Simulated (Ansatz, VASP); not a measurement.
# Two plane-wave programs on TiB2

Contents of POSCAR:

```
TiB2
1.0
    3.0292000000      0.0000000000      0.0000000000
   -1.5146000000      2.6233640000      0.0000000000
    0.0000000000      0.0000000000      3.2284000000
Ti B
1 2
Direct
    0.0000000000      0.0000000000      0.0000000000
    0.3333333333      0.6666666667      0.5000000000
    0.6666666667      0.3333333333      0.5000000000
```

The input INCAR.step1:

```
ALGO     = Normal         # electronic algorithm
EDIFF    = 1E-5           # SCF threshold, eV
ENCUT    = 550            # plane-wave cutoff, eV
GGA      = PE             # functional
GGA_COMPAT= F            
ISMEAR   = 1              # smearing method
LASPH    = T              # aspherical terms in the spheres
LCHARG   = F              # write CHGCAR
LREAL    = F              # projectors in reciprocal space
LWAVE    = T              # write WAVECAR
NBANDS   = 16             # bands
NELM     = 120            # most SCF steps
PREC     = Accurate       # precision mode
SIGMA    = 0.1            # smearing width, eV
```

File INCAR.step2:

```
ALGO     = Normal         # electronic algorithm
EDIFF    = 1E-6           # SCF threshold, eV
ENCUT    = 550            # plane-wave cutoff, eV
GGA_COMPAT= F            
ISIF     = 2              # what is computed and relaxed
ISMEAR   = 1              # smearing method
ISTART   = 1            
LASPH    = T              # aspherical terms in the spheres
LCHARG   = F              # write CHGCAR
LMIXTAU  = T            
LREAL    = F              # projectors in reciprocal space
LWAVE    = F              # write WAVECAR
METAGGA  = R2SCAN         # meta-GGA
NBANDS   = 16             # bands
NELM     = 120            # most SCF steps
PREC     = Accurate       # precision mode
SIGMA    = 0.1            # smearing width, eV
```

File KPOINTS:

```
k-points
0
Gamma
  10 10 9
```

Input for Ansatz:

```yaml
crystal:
  lattice:
    - [3.0292, 0.0, 0.0]
    - [-1.5146, 2.623364, 0.0]
    - [0.0, 0.0, 3.2284]
  atoms:
    - { symbol: Ti, position: [0.0, 0.0, 0.0] }
    - { symbol: B, position: [0.3333333333333333, 0.6666666666666666, 0.5] }
    - { symbol: B, position: [0.6666666666666666, 0.3333333333333333, 0.5] }
basis:
  ecutwfc: 500.0
kpoints:
  mp_grid:
    grid: [10, 10, 9]
hamiltonian:
  xc: r2scan
  pseudopotentials:
    kind: paw
scf:
  occupations:
    method: cold
    width: 0.1
output:
  forces: true
  stress: true
```

Alike in both runs: task single point; functional r2SCAN; k mesh 10 × 10 × 9; no spin polarisation.

|  | VASP | Ansatz |
| --- | --- | --- |
| version | VASP 6.6.1 | Ansatz 0.2.0 |
| potentials or method | VASP PAW PBE potentials, release 64 (Ti_sv, B), cutoff 550 eV | plane waves, PAW |
| occupations | methfessel-paxton of order 1, width 0.1 eV | cold, width 0.1 eV |
| valence electrons in the cell | 18 | 18 |

```tsv
	VASP	Ansatz	Ansatz less VASP
pressure (GPa)	-0.4	-1.2	-0.84
traceless stress, the component that is largest in VASP (GPa)	0.44	0.38	-0.059
```

VASP's potentials were made for PBE, not for r2SCAN.
